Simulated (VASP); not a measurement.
# AlN (P3m1) in VASP: further runs

Runs on AlN. Level: r2SCAN. Tasks: single point.

Everything below comes from runs of VASP 6.6.1. Logs are shortened: lines on timing, memory, paths and dates and some standing lists are left out, and cuts for length are marked.

## Step 1: The cell of the first run

Symmetry: P3m1, No. 156, trigonal system. The conventional cell has a = 3.111 Å, b = 3.111 Å, c = 9.656 Å, α = 90.00°, β = 90.00°, γ = 120.00°. Within 2.2 Å of Al (site symmetry 3m) lie 4 N at 1.62 to 1.89 Å. Within 2.5 Å of Al (site symmetry 3m) lie 4 N at 1.89 to 1.92 Å. Within 2.5 Å of Al (site symmetry 3m) lie 4 N at 1.89 to 1.92 Å. Al (site symmetry 3m) has 4 N at 1.89 to 1.92 Å within 2.5 Å. Within 2.2 Å of N (site symmetry 3m) lie 4 Al at 1.62 to 1.89 Å. Within 2.5 Å of N (site symmetry 3m) lie 4 Al at 1.89 to 1.92 Å. N (site symmetry 3m) has 4 Al at 1.89 to 1.92 Å within 2.5 Å. N (site symmetry 3m) has 4 Al at 1.89 to 1.92 Å within 2.5 Å.

## Step 2: Single point, r2SCAN

The input, POSCAR:

```
AlN
1.0
   -3.1110021516      0.0000000000      0.0000000000
   -1.5555010758     -2.6942068945      0.0000000000
    0.0000000000      0.0000000000      9.6560000000
Al N
4 4
Direct
    0.3333333333      0.3333333333      0.9318283969
    0.3333333333      0.3333333333      0.4162940141
    0.6666666667      0.6666666667      0.1585268227
    0.6666666667      0.6666666667      0.6740612055
    0.3333333333      0.3333333333      0.0992403687
    0.3333333333      0.3333333333      0.6147747514
    0.6666666667      0.6666666667      0.3570075601
    0.6666666667      0.6666666667      0.8725419428
```

The input, INCAR.step1:

```
SYSTEM = AlN
PREC = Accurate
ENCUT = 520
ISMEAR = 0
SIGMA = 0.05
LREAL = .FALSE.
LASPH = .TRUE.
NELM = 80
NBANDS = 26
GGA = PE
ALGO = Normal
EDIFF = 1E-4
LWAVE = .TRUE.
LCHARG = .FALSE.
```

The input, INCAR.step2:

```
SYSTEM = AlN
PREC = Accurate
ENCUT = 520
EDIFF = 1E-6
ISMEAR = 0
SIGMA = 0.05
LREAL = .FALSE.
LASPH = .TRUE.
NELM = 80
ALGO = Normal
ISIF = 2
LWAVE = .FALSE.
LCHARG = .FALSE.
METAGGA = R2SCAN
LMIXTAU = .TRUE.
NBANDS = 26
ISTART = 1
```

The input, KPOINTS:

```
Automatic mesh
0
G
  8 8 3
  0 0 0
```

Potentials or basis: VASP PAW PBE potentials, release 64 (Al, N).

Launch:

```bash
$ cat potpaw_PBE.64/Al/POTCAR potpaw_PBE.64/N/POTCAR > POTCAR
$ cp INCAR.step1 INCAR
$ mpirun -np 1 vasp_std > vasp.out
$ cp INCAR.step2 INCAR
$ mpirun -np 1 vasp_std > vasp.out
```

OUTCAR:

```text
SYSTEM = AlN
   PREC = Accurate
   ENCUT = 520
   EDIFF = 1E-6
   ISMEAR = 0
   LREAL = .FALSE.
   LASPH = .TRUE.
   NELM = 80
   ISIF = 2
   METAGGA = R2SCAN
   ISTART = 1

 ion  position               nearest neighbor table
   1  0.333  0.333  0.932-   5 1.62   8 1.89   8 1.89   8 1.89   3 2.83   3 2.83   3 2.83   4 3.07
                             4 3.07   4 3.07
   2  0.333  0.333  0.416-   7 1.89   7 1.89   7 1.89   6 1.92   4 3.07   3 3.07   4 3.07   3 3.07
                             4 3.07   3 3.07
   3  0.667  0.667  0.159-   5 1.89   5 1.89   5 1.89   7 1.92   1 2.83   1 2.83   1 2.83   2 3.07
                             2 3.07   2 3.07
   4  0.667  0.667  0.674-   6 1.89   6 1.89   6 1.89   8 1.92   2 3.07   1 3.07   1 3.07   2 3.07
                             1 3.07   2 3.07
   5  0.333  0.333  0.099-   1 1.62   3 1.89   3 1.89   3 1.89
   6  0.333  0.333  0.615-   4 1.89   4 1.89   4 1.89   2 1.92
   7  0.667  0.667  0.357-   2 1.89   2 1.89   2 1.89   3 1.92
   8  0.667  0.667  0.873-   1 1.89   1 1.89   1 1.89   4 1.92

  LATTYP: Found a hexagonal cell.
 ALAT       =     3.1110021516
 C/A-ratio  =     3.1038229900

  Lattice vectors:

 A1 = (   1.5555010758,   2.6942068945,   0.0000000000)
 A2 = (  -3.1110021516,   0.0000000000,   0.0000000000)
 A3 = (   0.0000000000,   0.0000000000,   9.6560000000)

Analysis of symmetry for initial positions (statically):
=====================================================================
 Subroutine PRICEL returns:
 Original cell was already a primitive cell.

 Routine SETGRP: Setting up the symmetry group for a
 hexagonal supercell.

 Subroutine GETGRP returns: Found  6 space group operations
 (whereof  6 operations were pure point group operations)
 out of a pool of 24 trial point group operations.

The static configuration has the point symmetry C_3v.

Analysis of symmetry for dynamics (positions and initial velocities):
=====================================================================
 Subroutine PRICEL returns:
 Original cell was already a primitive cell.

 Routine SETGRP: Setting up the symmetry group for a
 hexagonal supercell.

 Subroutine GETGRP returns: Found  6 space group operations
 (whereof  6 operations were pure point group operations)
 out of a pool of 24 trial point group operations.

The dynamic configuration has the point symmetry C_3v.

 Subroutine INISYM returns: Found  6 space group operations
 (whereof  6 operations are pure point group operations),
 and found     1 'primitive' translations

----------------------------------------------------------------------------------------

                                     Primitive cell

  volume of cell :      80.9335

  direct lattice vectors                    reciprocal lattice vectors
    -3.111002152  0.000000000  0.000000000    -0.321439829  0.185583372  0.000000000
    -1.555501076 -2.694206895  0.000000000     0.000000000 -0.371166744  0.000000000
     0.000000000  0.000000000  9.656000000     0.000000000  0.000000000  0.103562552

  length of vectors
     3.111002152  3.111002152  9.656000000     0.371166744  0.371166744  0.103562552

  position of ions in fractional coordinates (direct lattice)
     0.333333333  0.333333333  0.931828397
     0.333333333  0.333333333  0.416294014
     0.666666667  0.666666667  0.158526823
     0.666666667  0.666666667  0.674061206
     0.333333333  0.333333333  0.099240369
     0.333333333  0.333333333  0.614774751
     0.666666667  0.666666667  0.357007560
     0.666666667  0.666666667  0.872541943

  ion indices of the primitive-cell ions
   primitive index   ion index
                 1           1
                 2           2
                 3           3
                 4           4
                 5           5
                 6           6
                 7           7
                 8           8

----------------------------------------------------------------------------------------

 KPOINTS: Automatic mesh

Automatic generation of k-mesh.
 Grid dimensions read from file:
 generate k-points for:    8    8    3

 Generating k-lattice:

  Cartesian coordinates                     Fractional coordinates (reciprocal lattice)
    -0.040179979  0.023197921  0.000000000     0.125000000 -0.000000000  0.000000000
     0.000000000 -0.046395843  0.000000000     0.000000000  0.125000000  0.000000000
     0.000000000  0.000000000  0.034520851     0.000000000  0.000000000  0.333333333

  Length of vectors
     0.046395843  0.046395843  0.034520851

  Shift w.r.t. Gamma in fractional coordinates (k-lattice)
     0.000000000  0.000000000  0.000000000

 Subroutine IBZKPT returns following result:
 ===========================================

 Found     25 irreducible k-points:

 Following reciprocal coordinates:
            Coordinates               Weight
  0.000000  0.000000  0.000000      1.000000
  0.125000  0.000000  0.000000      6.000000
  0.250000  0.000000  0.000000      6.000000
  0.375000  0.000000  0.000000      6.000000
  0.500000  0.000000  0.000000      3.000000
  0.250000  0.125000  0.000000      6.000000
[... 16 lines left out ...]
  0.375000  0.500000  0.333333     12.000000
  0.500000  0.250000  0.333333     12.000000
   k-points           NKPTS =     25   k-points in BZ     NKDIM =     25   number of bands    NBANDS=     26
   number of dos      NEDOS =    301   number of ions     NIONS =      8
   total plane-waves  NPLWV =  41472
   dimension x,y,z NGX =    24 NGY =   24 NGZ =   72
   dimension x,y,z NGXF=    48 NGYF=   48 NGZF=  144
   ions per type =               4   4
   NGX,Y,Z   is equivalent  to a cutoff of  12.83, 12.83, 12.40 a.u.
   NGXF,Y,Z  is equivalent  to a cutoff of  25.65, 25.65, 24.79 a.u.
 SYSTEM =  AlN
   PREC   = accura    normal or accurate (medium, high low for compatibility)
   ISTART =      1    job   : 0-new  1-cont  2-samecut
   ICHARG =      0    charge: 1-file 2-atom 10-const
   ISPIN  =      1    spin polarized calculation?
   LNONCOLLINEAR =      F non collinear calculations
   LSORBIT =      F    spin-orbit coupling
   LASPH  =      T    aspherical Exc in radial PAW
   ENCUT  =  520.0 eV  38.22 Ry    6.18 a.u.   5.78  5.78 17.95*2*pi/ulx,y,z
   NELM   =     80;   NELMIN=  2; NELMDL=  0     # of ELM steps
   EDIFF  = 0.1E-05   stopping-criterion for ELM
   LREAL  =      F    real-space projection
   EDIFFG = 0.1E-04   stopping-criterion for IOM
   NSW    =      0    number of steps for IOM
   IBRION =     -1    ionic relax: 0-MD 1-quasi-New 2-CG
   NFREE  =      0    steps in history (QN), initial steepest desc. (CG)
   ISIF   =      2    stress and relaxation
   ISYM   =      2    0-nonsym 1-usesym 2-fastsym
   POTIM  = 0.5000    time-step for ionic-motion
   TEBEG  =    0.0;   TEEND  =   0.0 temperature during run
   PSTRESS=    0.0 pullay stress
   NELECT =      32.0000    total number of electrons
   NUPDOWN=      -1.0000    fix difference up-down
   EMIN   =  10.00;   EMAX   =-10.00  energy-range for DOS
   EFERMI =   0.00;   METHOD = LEGACY
   ISMEAR =     0;   SIGMA  =   0.05  broadening in eV -4-tet -1-fermi 0-gaus
   EFERMI_NEDOS =   21; number of points for ismear=-14 and -15
   IALGO  =     38    algorithm
   IMIX   =      4    mixing-type and parameters
     AMIX     =   0.40;   BMIX     =  1.00
     AMIX_MAG =   1.60;   BMIX_MAG =  1.00
  volume/ion in A,a.u.               =      10.12        68.27
  Fermi-wavevector in a.u.,A,eV,Ry     =   1.201569  2.270636 19.643651  1.443768
  Thomas-Fermi vector in A             =   2.337374
   LORBIT       =      0    0 simple, 1 ext, 2 COOP (PROOUT), +10 PAW based schemes
   METAGGA = R2SCAN    functional components
   LHFCALC =     F    Hartree Fock is set to
   AEXX    =    0.0000 exact exchange contribution
   IVDW    =     0    specifies the selected vdW correction
   LEPSILON=     F    determine dielectric tensor
   LRPA    =     F    only Hartree local field effects (RPA)
 non-spin polarized calculation
 Gauss-broadening in eV      SIGMA  =   0.05
  energy-cutoff  :      520.00
  volume of cell :       80.93
 maximum number of plane-waves:      2201
   NGX = 11   NGY = 11   NGZ = 35

 number of electron      31.9999996 magnetization

 Free energy of the ion-electron system (eV)
  ---------------------------------------------------
  ext. energy  EPLUGINS =         0.00000000
  ---------------------------------------------------
  free energy    TOTEN  =       -75.96970757 eV

  energy without entropy =      -75.96970757  energy(sigma->0) =      -75.96970757

 E-fermi :   6.4876     XC(G=0): -11.5371

 val. band max:        6.2656581386   @ k =   0.0000   0.0000   0.0000
 cond. band min:      11.3006890093   @ k =   0.0000   0.0000   0.0000
 fundamental gap:      5.0350308706
 Fermi energy:         6.4876308350

 k-point     1 :       0.0000    0.0000    0.0000
  band No.  band energies     occupation
      1     -10.2810      2.00000
      2      -9.1619      2.00000
      3      -8.7150      2.00000
      4      -7.5036      2.00000
      5       0.0606      2.00000
      6       2.7434      2.00000
[... 18 lines left out ...]
     25      18.4047      0.00000
     26      18.5250      0.00000

 k-point     2 :       0.1250    0.0000    0.0000
  band No.  band energies     occupation
      1     -10.0887      2.00000
      2      -8.9881      2.00000
      3      -8.5471      2.00000
      4      -7.4009      2.00000
      5       0.2950      2.00000
      6       2.6221      2.00000
[... 18 lines left out ...]
     25      18.3186      0.00000
     26      18.8670      0.00000

 k-point     3 :       0.2500    0.0000    0.0000
  band No.  band energies     occupation
      1      -9.5609      2.00000
      2      -8.5207      2.00000
      3      -8.1010      2.00000
      4      -7.1628      2.00000
      5       0.9497      2.00000
      6       1.6449      2.00000
[... 18 lines left out ...]
     25      18.6468      0.00000
     26      18.9913      0.00000

 k-point     4 :       0.3750    0.0000    0.0000
  band No.  band energies     occupation
      1      -8.8873      2.00000
      2      -7.9490      2.00000
      3      -7.5767      2.00000
      4      -6.9899      2.00000
      5       0.4021      2.00000
      6       0.9603      2.00000
[... 18 lines left out ...]
     25      18.2013      0.00000
     26      18.8445      0.00000

 k-point     5 :       0.5000    0.0000    0.0000
  band No.  band energies     occupation
      1      -8.5260      2.00000
      2      -7.6496      2.00000
      3      -7.3280      2.00000
      4      -6.9910      2.00000
      5      -0.1009      2.00000
      6       0.4610      2.00000
[... 18 lines left out ...]
     25      17.9254      0.00000
     26      19.1430      0.00000

 k-point     6 :       0.2500    0.1250    0.0000
  band No.  band energies     occupation
      1      -9.7275      2.00000
      2      -8.6664      2.00000
      3      -8.2390      2.00000
      4      -7.2292      2.00000
      5       0.7437      2.00000
      6       2.0562      2.00000
[... 427 lines left out ...]
 k-point    21 :       0.2500    0.3750    0.3333
  band No.  band energies     occupation
      1      -9.0990      2.00000
      2      -8.2486      2.00000
      3      -7.5818      2.00000
      4      -7.0869      2.00000
      5       0.8850      2.00000
      6       1.2585      2.00000
[... 18 lines left out ...]
     25      18.1289      0.00000
     26      18.4141      0.00000

 k-point    22 :       0.5000    0.1250    0.3333
  band No.  band energies     occupation
      1      -8.5473      2.00000
      2      -7.6956      2.00000
      3      -7.3080      2.00000
      4      -6.9684      2.00000
      5       0.1637      2.00000
      6       0.7219      2.00000
[... 18 lines left out ...]
     25      17.8202      0.00000
     26      18.3572      0.00000

 k-point    23 :       0.3750    0.5000    0.3333
  band No.  band energies     occupation
      1      -8.5473      2.00000
      2      -7.6958      2.00000
      3      -7.3076      2.00000
      4      -6.9686      2.00000
      5       0.1521      2.00000
      6       0.7549      2.00000
[... 18 lines left out ...]
     25      17.8337      0.00000
     26      18.2661      0.00000

 k-point    24 :       0.5000    0.2500    0.3333
  band No.  band energies     occupation
      1      -8.5712      2.00000
      2      -7.7209      2.00000
      3      -7.3055      2.00000
      4      -6.9471      2.00000
      5       0.6362      2.00000
      6       1.1715      2.00000
[... 18 lines left out ...]
     25      18.2463      0.00000
     26      18.7290      0.00000

 [... further k-points ...]
[... 5 lines left out ...]
  --------------------------------------------------------------------------------------
  -------------------------------------------------------------------------------------
  Total        0.6757871      0.6757871     12.6747736      0.0000000      0.0000000      0.0000000
  in kB       13.3780241     13.3780241    250.9124904      0.0000000      0.0000000      0.0000000
  external PRESSURE =      92.5561795 kB  Pullay stress =       0.0000000 kB

 VOLUME and BASIS-vectors are now :
 -----------------------------------------------------------------------------
  energy-cutoff  :      520.00
  volume of cell :       80.93
      direct lattice vectors                 reciprocal lattice vectors
    -3.111002152  0.000000000  0.000000000    -0.321439829  0.185583372  0.000000000
    -1.555501076 -2.694206895  0.000000000     0.000000000 -0.371166744  0.000000000
     0.000000000  0.000000000  9.656000000     0.000000000  0.000000000  0.103562552

 POSITION                                       TOTAL-FORCE (eV/Angst)
 -----------------------------------------------------------------------------------
     -1.55550     -0.89807      8.99774        -0.000000     -0.000000     -7.683581
     -1.55550     -0.89807      4.01974        -0.000000      0.000000      0.478893
     -3.11100     -1.79614      1.53073         0.000000      0.000000      0.806611
     -3.11100     -1.79614      6.50874         0.000000      0.000000      0.502641
     -1.55550     -0.89807      0.95827         0.000000      0.000000      7.616993
     -1.55550     -0.89807      5.93626         0.000000      0.000000     -0.474940
     -3.11100     -1.79614      3.44727         0.000000      0.000000     -0.492575
     -3.11100     -1.79614      8.42526         0.000000      0.000000     -0.754042
 -----------------------------------------------------------------------------------
    total drift:                               -0.000000     -0.000000     -0.002872

  FREE ENERGIE OF THE ION-ELECTRON SYSTEM (eV)
  ---------------------------------------------------
  free  energy   TOTEN  =       -75.9697075736 eV

  energy  without entropy=      -75.9697075736  energy(sigma->0) =      -75.96970757
```

It took 3.1 min on 1 thread of Intel Xeon Platinum 8259CL at 2.50GHz (Skylake/Cascade Lake), shared host; peak memory 0.21 GiB.

What came out:

- Free energy: -75.9697 eV
- Pressure: 9.3 GPa
- Largest force: 7.684 eV/Å
- Band gap on the k mesh: 5.04 eV, direct

Forces in eV/Å, atoms in the order of the input:
```
Al   0.000  0.000 -7.684
Al   0.000  0.000  0.479
Al   0.000  0.000  0.807
Al   0.000  0.000  0.503
N    0.000  0.000  7.617
N    0.000  0.000 -0.475
N    0.000  0.000 -0.493
N    0.000  0.000 -0.754
```

Caveat: the PAW data sets were made with another functional, which shifts forces and pressure a little.

## Step 3: Single point, r2SCAN

This run uses another cell than the first one, of 10.95 Å³/atom, 1.083 times its volume.

The input, POSCAR:

```
AlN
1.0
   -3.1110021516      0.0000000000      0.0000000000
   -1.5555010758     -2.6942068945      0.0000000000
    0.0000000000      0.0000000000     10.4560000000
Al N
4 4
Direct
    0.3333333333      0.3333333333      0.8605331867
    0.3333333333      0.3333333333      0.3844429036
    0.6666666667      0.6666666667      0.1463977621
    0.6666666667      0.6666666667      0.6224880451
    0.3333333333      0.3333333333      0.0916473795
    0.3333333333      0.3333333333      0.5677376626
    0.6666666667      0.6666666667      0.3296925210
    0.6666666667      0.6666666667      0.8057828041
```

The input, INCAR.step1:

```
SYSTEM = AlN
ALGO = Normal ; EDIFF = 1E-4
ENCUT = 520 ; GGA = PE
ISMEAR = 0 ; LASPH = .TRUE.
LCHARG = .FALSE. ; LREAL = .FALSE.
LWAVE = .TRUE. ; NBANDS = 26
NELM = 60 ; PREC = Accurate
SIGMA = 0.05
```

The input, INCAR.step2:

```
SYSTEM = AlN
ALGO = Normal ; EDIFF = 1E-7
ENCUT = 520 ; ISIF = 2
ISMEAR = 0 ; ISTART = 1
LASPH = .TRUE. ; LCHARG = .TRUE.
LELF = .TRUE. ; LMIXTAU = .TRUE.
LREAL = .FALSE. ; LVHAR = .TRUE.
LWAVE = .FALSE. ; METAGGA = R2SCAN
NBANDS = 26 ; NELM = 60
PREC = Accurate ; SIGMA = 0.05
```

The input, KPOINTS:

```
k-points
0
G
  8 8 3
  0 0 0
```

Potentials or basis: VASP PAW PBE potentials, release 64 (Al, N).

Launch:

```bash
$ cat potpaw_PBE.64/Al/POTCAR potpaw_PBE.64/N/POTCAR > POTCAR
$ cp INCAR.step1 INCAR
$ mpirun -np 1 vasp_std > vasp.out
$ cp INCAR.step2 INCAR
$ mpirun -np 1 vasp_std > vasp.out
```

Run time: 3.2 min. Hardware: 1 thread of Intel Xeon Platinum 8259CL at 2.50GHz (Skylake/Cascade Lake), shared host; peak memory 0.22 GiB.

The run converged. Its results:

- Free energy: -76.0031 eV
- Pressure: -5.3 GPa
- Largest force: 1.999 eV/Å
- Band gap on the k mesh: 3.47 eV, direct

Forces in eV/Å, atoms in the order of the input:
```
Al   0.000  0.000  1.999
Al   0.000  0.000 -0.402
Al   0.000  0.000 -1.000
Al   0.000  0.000 -0.394
N    0.000  0.000 -1.537
N    0.000  0.000  0.381
N    0.000  0.000  0.419
N    0.000  0.000  0.533
```

Stress tensor (GPa, compression positive):
```
 -1.56   0.00   0.00
  0.00  -1.56   0.00
  0.00   0.00 -12.85
```

Levels at points of the mesh, in eV from the valence-band top:
```csv
k point,band 13,band 14,band 15,band 16,band 17,band 18,band 19,band 20
"(0.00, 0.00, 0.00)",-0.95,-0.54,0.00,0.00,3.47,6.05,6.45,7.23
"(0.50, 0.00, 0.00)",-1.97,-1.79,-1.12,-0.76,4.61,4.97,5.76,6.23
```

Caveat: the PAW data sets were made with another functional, which shifts forces and pressure a little. A k mesh can miss the band edges.

[end of part 1 of 2]
